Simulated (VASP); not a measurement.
Write the native input for VASP 6.6.1 that does the following.

* Task: G0W0 quasiparticle levels
* Functional: PBE
* Potentials or basis: VASP PAW PBE potentials, release 64 (Sr_sv_GW, Cl_GW)
* Cutoff: 500 eV
* k mesh: 4 × 4 × 4
* Occupations: gaussian, width 0.01 eV
* Spin: no spin polarisation
* Dipole correction: no
* GW scheme: G0W0
* GW iterations: 1
* Cutoff of the response function: 120
* Frequency points: 48
* Empty bands: 255
* Further INCAR settings: ALGO = EVGW0; EDIFF = 1e-08; NBANDS = 267

Crystal: SrCl2.

```
Sr Cl
1.0
     0.00000    3.49765    3.49765
     3.49765    0.00000    3.49765
     3.49765    3.49765    0.00000
Sr Cl
1 2
Direct
  0.00000 0.00000 0.00000
  0.25000 0.25000 0.25000
  0.75000 0.75000 0.75000
```

These files were run (other wordings do the same):

POSCAR

```
SrCl2
1.0
    0.0000000000      3.4976509228      3.4976509228
    3.4976509228      0.0000000000      3.4976509228
    3.4976509228      3.4976509228      0.0000000000
Sr Cl
1 2
Direct
    0.0000000000      0.0000000000      0.0000000000
    0.2500000000      0.2500000000      0.2500000000
    0.7500000000      0.7500000000      0.7500000000
```

INCAR.step1

```
SYSTEM = SrCl2
  PREC = Accurate
  ENCUT = 500
  EDIFF = 1E-8
  ISMEAR = 0
  SIGMA = 0.01
  LREAL = .FALSE.
  LASPH = .TRUE.
  NELM = 80
  ALGO = Normal
  LWAVE = .TRUE.
  LCHARG = .FALSE.
  GGA = PE
```

INCAR.step2

```
SYSTEM = SrCl2
  PREC = Accurate
  ENCUT = 500
  EDIFF = 1E-8
  ISMEAR = 0
  SIGMA = 0.01
  LREAL = .FALSE.
  LASPH = .TRUE.
  NELM = 1
  ALGO = Exact
  LWAVE = .TRUE.
  LCHARG = .FALSE.
  GGA = PE
  NBANDS = 267
  LOPTICS = .TRUE.
  ISTART = 1
```

INCAR.step3

```
SYSTEM = SrCl2
  PREC = Accurate
  ENCUT = 500
  EDIFF = 1E-8
  ISMEAR = 0
  SIGMA = 0.01
  LREAL = .FALSE.
  LASPH = .TRUE.
  ALGO = EVGW0
  LWAVE = .FALSE.
  LCHARG = .FALSE.
  GGA = PE
  NELMGW = 1
  NBANDS = 267
  ENCUTGW = 120.0
  NOMEGA = 48
  PRECFOCK = Fast
  ISTART = 1
  NBANDSGW = 20
```

KPOINTS

```
regular mesh
0
G
  4 4 4
  0 0 0
```

Potentials or basis: VASP PAW PBE potentials, release 64 (Sr_sv_GW, Cl_GW).

The run is started by

```bash
$ cat potpaw_PBE.64/Sr_sv_GW/POTCAR potpaw_PBE.64/Cl_GW/POTCAR > POTCAR
$ cp INCAR.step1 INCAR
$ mpirun -np 1 vasp_std > vasp.out
$ cp INCAR.step2 INCAR
$ mpirun -np 1 vasp_std > vasp.out
$ cp INCAR.step3 INCAR
$ mpirun -np 1 vasp_std > vasp.out
```

Results of the run:

The band gap on the k mesh, mean-field level is 5.31 eV, indirect (least direct gap 5.51 eV) and the quasiparticle gap is 7.44 eV. The least direct quasiparticle gap is 7.83 eV.

Caveat: bands, screening cutoff and mesh are small and nothing is extrapolated, so the quasiparticle values aren't converged.

Wall time 17 min on 1 thread of Intel(R) Xeon(R) Platinum 8259CL CPU @ 2.50GHz (Skylake/Cascade Lake), with other jobs on the host, peak memory 1.1 GiB.
